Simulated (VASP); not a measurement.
# BP (F-43m) in VASP: notebook

The runs below take BP through relaxation of cell and atoms, single point, with PBEsol.

Program: VASP 6.6.1. These are calculated values, not measurements. Logs are shortened: lines on timing, memory, paths and dates and some standing lists are left out, and cuts for length are marked.

### Step 1. The cell of the first run

Symmetry: F-43m, No. 216, cubic system. The conventional cell has a = 4.520 Å, b = 4.520 Å, c = 4.520 Å, α = 90.00°, β = 90.00°, γ = 90.00°. B (site symmetry -43m) has 4 P at 1.96 Å within 2.6 Å. Within 2.6 Å of P (site symmetry -43m) lie 4 B at 1.96 Å.

### Step 2. Relaxation of cell and atoms, PBEsol, target pressure 4 GPa, at which the enthalpy is minimised

The input, INCAR:

```
SYSTEM = BP
ALGO     = Normal         ! electronic algorithm
EDIFF    = 1E-6           ! SCF threshold, eV
EDIFFG   = -0.001         ! ionic threshold
ENCUT    = 600            ! plane-wave cutoff, eV
GGA      = PS             ! functional
IBRION   = 2              ! ionic algorithm
ISIF     = 3              ! what is computed and relaxed
ISMEAR   = 0              ! smearing method
LASPH    = .True.         ! aspherical terms in the spheres
LCHARG   = .False.        ! write CHGCAR
LREAL    = .False.        ! projectors in reciprocal space
LWAVE    = .False.        ! write WAVECAR
NELM     = 60             ! most SCF steps
NSW      = 80             ! ionic steps
PREC     = Accurate       ! precision mode
PSTRESS  = 40.0         
SIGMA    = 0.01           ! smearing width, eV
```

The input, KPOINTS:

```
k-points
0
Gamma
  10 10 10
  0 0 0
```

The input, POSCAR:

```
BP
1.0
    0.0000000000      2.2600863866      2.2600863866
    2.2600863866      0.0000000000      2.2600863866
    2.2600863866      2.2600863866      0.0000000000
B P
1 1
Direct
    0.0000000000      0.0000000000      0.0000000000
    0.7500000000      0.7500000000      0.7500000000
```

Potentials or basis: VASP PAW PBE potentials, release 64 (B, P).

On the command line:

```
$ cat potpaw_PBE.64/B/POTCAR potpaw_PBE.64/P/POTCAR > POTCAR
$ mpirun -np 1 vasp_std > vasp.out
```

OUTCAR:

```text
SYSTEM = BP
   EDIFF = 1E-6
   EDIFFG = -0.001
   ENCUT = 600
   GGA = PS
   IBRION = 2
   ISIF = 3
   ISMEAR = 0
   LASPH = .True.
   LREAL = .False.
   NELM = 60
   NSW = 80
   PREC = Accurate
   PSTRESS = 40.0

 ion  position               nearest neighbor table
   1  0.000  0.000  0.000-   2 1.96   2 1.96   2 1.96   2 1.96
   2  0.750  0.750  0.750-   1 1.96   1 1.96   1 1.96   1 1.96

  LATTYP: Found a face centered cubic cell.
 ALAT       =     4.5201727732

  Lattice vectors:

 A1 = (   0.0000000000,   2.2600863866,   2.2600863866)
 A2 = (   2.2600863866,   0.0000000000,   2.2600863866)
 A3 = (   2.2600863866,   2.2600863866,   0.0000000000)

Analysis of symmetry for initial positions (statically):
=====================================================================
 Subroutine PRICEL returns:
 Original cell was already a primitive cell.

 Routine SETGRP: Setting up the symmetry group for a
 face centered cubic supercell.

 Subroutine GETGRP returns: Found 24 space group operations
 (whereof 24 operations were pure point group operations)
 out of a pool of 48 trial point group operations.

The static configuration has the point symmetry T_d .

Analysis of symmetry for dynamics (positions and initial velocities):
=====================================================================
 Subroutine PRICEL returns:
 Original cell was already a primitive cell.

 Routine SETGRP: Setting up the symmetry group for a
 face centered cubic supercell.

 Subroutine GETGRP returns: Found 24 space group operations
 (whereof 24 operations were pure point group operations)
 out of a pool of 48 trial point group operations.

The dynamic configuration has the point symmetry T_d .

 Subroutine INISYM returns: Found 24 space group operations
 (whereof 24 operations are pure point group operations),
 and found     1 'primitive' translations

----------------------------------------------------------------------------------------

                                     Primitive cell

  volume of cell :      23.0890

  direct lattice vectors                    reciprocal lattice vectors
     0.000000000  2.260086387  2.260086387    -0.221230482  0.221230482  0.221230482
     2.260086387  0.000000000  2.260086387     0.221230482 -0.221230482  0.221230482
     2.260086387  2.260086387  0.000000000     0.221230482  0.221230482 -0.221230482

  length of vectors
     3.196244820  3.196244820  3.196244820     0.383182434  0.383182434  0.383182434

  position of ions in fractional coordinates (direct lattice)
     0.000000000  0.000000000  0.000000000
     0.750000000  0.750000000  0.750000000

  ion indices of the primitive-cell ions
   primitive index   ion index
                 1           1
                 2           2

----------------------------------------------------------------------------------------

 KPOINTS: k-points

Automatic generation of k-mesh.
 Grid dimensions read from file:
 generate k-points for:   10   10   10

 Generating k-lattice:

  Cartesian coordinates                     Fractional coordinates (reciprocal lattice)
    -0.022123048  0.022123048  0.022123048     0.100000000  0.000000000  0.000000000
     0.022123048 -0.022123048  0.022123048     0.000000000  0.100000000  0.000000000
     0.022123048  0.022123048 -0.022123048     0.000000000  0.000000000  0.100000000

  Length of vectors
     0.038318243  0.038318243  0.038318243

  Shift w.r.t. Gamma in fractional coordinates (k-lattice)
     0.000000000  0.000000000  0.000000000

 Subroutine IBZKPT returns following result:
 ===========================================

 Found     47 irreducible k-points:

 Following reciprocal coordinates:
            Coordinates               Weight
  0.000000  0.000000  0.000000      1.000000
  0.100000  0.000000  0.000000      8.000000
  0.200000  0.000000  0.000000      8.000000
  0.300000  0.000000  0.000000      8.000000
  0.400000  0.000000  0.000000      8.000000
  0.500000  0.000000  0.000000      4.000000
[... 16 lines left out ...]
  0.300000  0.300000  0.000000      6.000000
  0.400000  0.300000  0.000000     24.000000
 [... further k-points ...]
   k-points           NKPTS =     47   k-points in BZ     NKDIM =     47   number of bands    NBANDS=      8
   number of dos      NEDOS =    301   number of ions     NIONS =      2
   total plane-waves  NPLWV =  21952
   dimension x,y,z NGX =    28 NGY =   28 NGZ =   28
   dimension x,y,z NGXF=    56 NGYF=   56 NGZF=   56
   ions per type =               1   1
   NGX,Y,Z   is equivalent  to a cutoff of  14.56, 14.56, 14.56 a.u.
   NGXF,Y,Z  is equivalent  to a cutoff of  29.13, 29.13, 29.13 a.u.
 SYSTEM =  BP
   PREC   = accura    normal or accurate (medium, high low for compatibility)
   ISTART =      0    job   : 0-new  1-cont  2-samecut
   ICHARG =      2    charge: 1-file 2-atom 10-const
   ISPIN  =      1    spin polarized calculation?
   LNONCOLLINEAR =      F non collinear calculations
   LSORBIT =      F    spin-orbit coupling
   LASPH  =      T    aspherical Exc in radial PAW
   ENCUT  =  600.0 eV  44.10 Ry    6.64 a.u.   6.38  6.38  6.38*2*pi/ulx,y,z
   NELM   =     60;   NELMIN=  2; NELMDL= -5     # of ELM steps
   EDIFF  = 0.1E-05   stopping-criterion for ELM
   LREAL  =      F    real-space projection
   EDIFFG = -.1E-02   stopping-criterion for IOM
   NSW    =     80    number of steps for IOM
   IBRION =      2    ionic relax: 0-MD 1-quasi-New 2-CG
   NFREE  =      1    steps in history (QN), initial steepest desc. (CG)
   ISIF   =      3    stress and relaxation
   ISYM   =      2    0-nonsym 1-usesym 2-fastsym
   POTIM  = 0.5000    time-step for ionic-motion
   TEBEG  =    0.0;   TEEND  =   0.0 temperature during run
   PSTRESS=   40.0 pullay stress
   NELECT =       8.0000    total number of electrons
   NUPDOWN=      -1.0000    fix difference up-down
   EMIN   =  10.00;   EMAX   =-10.00  energy-range for DOS
   EFERMI =   0.00;   METHOD = LEGACY
   ISMEAR =     0;   SIGMA  =   0.01  broadening in eV -4-tet -1-fermi 0-gaus
   EFERMI_NEDOS =   21; number of points for ismear=-14 and -15
   IALGO  =     38    algorithm
   IMIX   =      4    mixing-type and parameters
     AMIX     =   0.40;   BMIX     =  1.00
     AMIX_MAG =   1.60;   BMIX_MAG =  1.00
  volume/ion in A,a.u.               =      11.54        77.91
  Fermi-wavevector in a.u.,A,eV,Ry     =   1.149837  2.172878 17.988619  1.322126
  Thomas-Fermi vector in A             =   2.286505
   LORBIT       =      0    0 simple, 1 ext, 2 COOP (PROOUT), +10 PAW based schemes
   GGA     = PS    functional components
   LHFCALC =     F    Hartree Fock is set to
   AEXX    =    0.0000 exact exchange contribution
   IVDW    =     0    specifies the selected vdW correction
   LEPSILON=     F    determine dielectric tensor
   LRPA    =     F    only Hartree local field effects (RPA)
 conjugate gradient relaxation of ions
 non-spin polarized calculation
 Gauss-broadening in eV      SIGMA  =   0.01
  energy-cutoff  :      600.00
  volume of cell :       23.09
 maximum number of plane-waves:       785
 NGX is ok and might be reduce to    28
   NGX = 13   NGY = 13   NGZ = 13

--------------------------------------- Ionic step        1  -------------------------------------------

 number of electron       8.0000000 magnetization

 Free energy of the ion-electron system (eV)
  ---------------------------------------------------
  ext. energy  EPLUGINS =         0.00000000
  ---------------------------------------------------
  free energy    TOTEN  =       -13.67525810 eV

  energy without entropy =      -13.67525810  energy(sigma->0) =      -13.67525810

------------------------ aborting loop because EDIFF is reached ----------------------------------------

  FORCE on cell =-STRESS in cart. coord.  units (eV):
  Direction    XX          YY          ZZ          XY          YZ          ZX
  --------------------------------------------------------------------------------------
  -------------------------------------------------------------------------------------
  Total        0.0152066      0.0152066      0.0152066      0.0000000     -0.0000000     -0.0000000
  in kB        1.0552085      1.0552085      1.0552085      0.0000000     -0.0000000     -0.0000000
  external PRESSURE =     -38.9447915 kB  Pullay stress =      40.0000000 kB
[... 61 lines left out ...]
  enthalpy is  TOTEN    =       -13.1003755204 eV   P V=        0.5533450004

--------------------------------------- Ionic step        3  -------------------------------------------

 number of electron       8.0000001 magnetization

 Free energy of the ion-electron system (eV)
  ---------------------------------------------------
  ext. energy  EPLUGINS =         0.00000000
  ---------------------------------------------------
  free energy    TOTEN  =       -13.66894663 eV

  energy without entropy =      -13.66894663  energy(sigma->0) =      -13.66894663

 E-fermi :   7.8768     XC(G=0): -11.1887

 val. band max:        7.8090781542   @ k =   0.0000   0.0000   0.0000
 cond. band min:       8.8959298070   @ k =   0.4000   0.4000   0.0000
 fundamental gap:      1.0868516528
 Fermi energy:         7.8768173322

 k-point     1 :       0.0000    0.0000    0.0000
  band No.  band energies     occupation
      1      -7.9934      2.00000
      2       7.8091      2.00000
      3       7.8091      2.00000
      4       7.8091      2.00000
      5      11.2181      0.00000
      6      11.2181      0.00000
      7      11.2181      0.00000
      8      15.6688      0.00000
[... 243 lines left out ...]
 k-point    24 :       0.4000    0.3000    0.0000
  band No.  band energies     occupation
      1      -4.9532      2.00000
      2       1.5714      2.00000
      3       3.5931      2.00000
      4       4.1591      2.00000
      5       9.4957      0.00000
      6      11.2959      0.00000
      7      17.4808      0.00000
      8      17.5092      0.00000

 [... further k-points ...]
[... 5 lines left out ...]
  --------------------------------------------------------------------------------------
  -------------------------------------------------------------------------------------
  Total        0.5633322      0.5633322      0.5633322      0.0000000      0.0000000      0.0000000
  in kB       39.9594102     39.9594102     39.9594102      0.0000000      0.0000000      0.0000000
  external PRESSURE =      -0.0405898 kB  Pullay stress =      40.0000000 kB
[... 17 lines left out ...]
  FREE ENERGIE OF THE ION-ELECTRON SYSTEM (eV)
  ---------------------------------------------------
  free  energy   TOTEN  =       -13.6689466347 eV

  energy  without entropy=      -13.6689466347  energy(sigma->0) =      -13.66894663

  enthalpy is  TOTEN    =       -13.1050422068 eV   P V=        0.5639044278

 reached required accuracy - stopping structural energy minimisation
```

Run time: 41 s. Hardware: 1 thread of AMD EPYC 7R13, shared host; peak memory 0.13 GiB.

What came out:

```
Free energy                                            : -13.6689 eV
Relaxed volume                                         : 11.29 Å³/atom
Relaxed cell                                           : a = 3.173 Å, b = 3.173 Å, c = 3.173 Å, α = 60.00°, β = 60.00°, γ = 60.00°
Space group after relaxing (to 0.05 Å)                 : F-43m (No. 216)
Energy change on relaxing (the enthalpy is what falls) : +3.2 meV/atom
Ionic steps                                            : 3
Pressure after relaxing                                : 4.0 GPa
Band gap on the k mesh                                 : 1.09 eV, indirect (least direct gap 3.41 eV)
```

Step by step:
| step | energy change (eV) | largest force (eV/Å) | pressure (GPa) | volume (Å³) |
| --- | --- | --- | --- | --- |
| 1 | 0.0000 | 0.0000 | 0.11 | 23.09 |
| 2 | 0.0215 | 0.0000 | 7.60 | 22.16 |
| 3 | 0.0063 | 0.0000 | 4.00 | 22.59 |

Final structure:
```
B P
1.0
     0.00000    2.24358    2.24358
     2.24358    0.00000    2.24358
     2.24358    2.24358    0.00000
B P
1 1
Direct
  0.00000 0.00000 0.00000
  0.75000 0.75000 0.75000
```

Caveat: the cell is relaxed towards a set pressure, so the enthalpy falls and the energy may rise; the PAW data sets were made with another functional, which shifts forces and pressure a little. A k mesh can miss the band edges.

### Step 3. Single point, PBEsol

This run uses another cell than the first one, of 10.84 Å³/atom, 0.939 times its volume.

The input, INCAR:

```
SYSTEM = BP
PREC     = Accurate       ! precision mode
ENCUT    = 520            ! plane-wave cutoff, eV
EDIFF    = 1E-6           ! SCF threshold, eV
ISMEAR   = 0              ! smearing method
SIGMA    = 0.01           ! smearing width, eV
LREAL    = .False.        ! projectors in reciprocal space
LASPH    = .True.         ! aspherical terms in the spheres
NELM     = 80             ! most SCF steps
ALGO     = Normal         ! electronic algorithm
ISIF     = 2              ! what is computed and relaxed
LWAVE    = .False.        ! write WAVECAR
LCHARG   = .False.        ! write CHGCAR
GGA      = PS             ! functional
NBANDS   = 11             ! bands
```

The input, KPOINTS:

```
Automatic mesh
0
Gamma
  10 10 10
  0 0 0
```

The input, POSCAR:

```
BP
1.0
    0.0000000000      2.2131824805      2.2131824805
    2.2131824805      0.0000000000      2.2131824805
    2.2131824805      2.2131824805      0.0000000000
B P
1 1
Direct
    0.0000000000      0.0000000000      0.0000000000
    0.7500000000      0.7500000000      0.7500000000
```

Potentials or basis: VASP PAW PBE potentials, release 64 (B, P).

On the command line:

```
$ cat potpaw_PBE.64/B/POTCAR potpaw_PBE.64/P/POTCAR > POTCAR
$ mpirun -np 1 vasp_std > vasp.out
```

Run time: 5.6 s. Hardware: 1 thread of Intel Xeon 6455B, shared host; peak memory 0.14 GiB.

It converged, with:

```yaml
Free_energy: -13.6219 eV
Pressure: 12.1 GPa
Band_gap_on_the_k_mesh: 1.03 eV, indirect (least direct gap 3.48 eV)
```

Levels at points of the mesh, in eV from the valence-band top:
| k point | band 1 | band 2 | band 3 | band 4 | band 5 | band 6 | band 7 | band 8 | band 9 |
| --- | --- | --- | --- | --- | --- | --- | --- | --- | --- |
| (0.00, 0.00, 0.00) | -16.18 | 0.00 | 0.00 | 0.00 | 3.48 | 3.48 | 3.48 | 8.50 | 11.78 |
| (0.50, 0.00, 0.00) | -12.54 | -9.65 | -1.86 | -1.86 | 4.19 | 4.70 | 4.70 | 10.18 | 15.09 |
| (0.50, 0.50, 0.00) | -10.90 | -8.99 | -4.42 | -4.42 | 1.08 | 1.45 | 12.80 | 12.80 | 16.06 |

Caveat: the PAW data sets were made with another functional, which shifts forces and pressure a little. Expect the measured gap to be larger: semilocal functionals such as PBEsol lack the derivative discontinuity.
